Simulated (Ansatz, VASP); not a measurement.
# AlN in VASP and in Ansatz

Contents of INCAR:

```
PREC = Accurate ; ENCUT = 520
EDIFF = 1E-6 ; ISMEAR = 0
SIGMA = 0.05 ; LREAL = False
LASPH = True ; NELM = 60
ALGO = Normal ; ISIF = 2
LWAVE = False ; LCHARG = False
GGA = PE ; NBANDS = 11
```

Contents of KPOINTS:

```
regular mesh
0
Gamma
  10 10 10
```

The input POSCAR:

```
AlN
1.0
    0.0000000000      1.8893816409      1.8893816409
    1.8893816409      0.0000000000      1.8893816409
    1.8893816409      1.8893816409      0.0000000000
Al N
1 1
Direct
    0.5000000000      0.5000000000      0.5000000000
    0.0000000000      0.0000000000      0.0000000000
```

Input for Ansatz:

```yaml
crystal:
  lattice:
    - [0.0, 1.8893816409, 1.8893816409]
    - [1.8893816409, 0.0, 1.8893816409]
    - [1.8893816409, 1.8893816409, 0.0]
  atoms:
    - { symbol: Al, position: [0.5, 0.5, 0.5] }
    - { symbol: "N", position: [0.0, 0.0, 0.0] }
basis:
  ecutwfc: 420
  ecutrho_ratio: 4
kpoints:
  mp_grid: { grid: [10, 10, 10] }
hamiltonian:
  xc: pbe
scf:
  occupations: { method: gaussian, width: 0.05 }
output:
  forces: true
  stress: true
  eigenvalues: true
```

Alike in both runs: task single point; functional PBE; k mesh 10 × 10 × 10; occupations gaussian, width 0.05 eV; no spin polarisation.

|  | VASP | Ansatz |
| --- | --- | --- |
| version | VASP 6.6.1 | Ansatz 0.2.0 |
| potentials or method | VASP PAW PBE potentials, release 64 (Al, N), cutoff 520 eV | scalar-relativistic, plane waves, PAW |
| valence electrons in the cell | 8 | 8 |

VASP gave:

| Quantity | Value |
| --- | --- |
| gap on the k mesh at the Fermi level (eV) | 4.87 |
| least direct gap on the mesh (eV) | 8.22 |

Q: Estimate Ansatz's values.

A: gap on the k mesh at the Fermi level (eV): 4.86; least direct gap on the mesh (eV): 8.21.
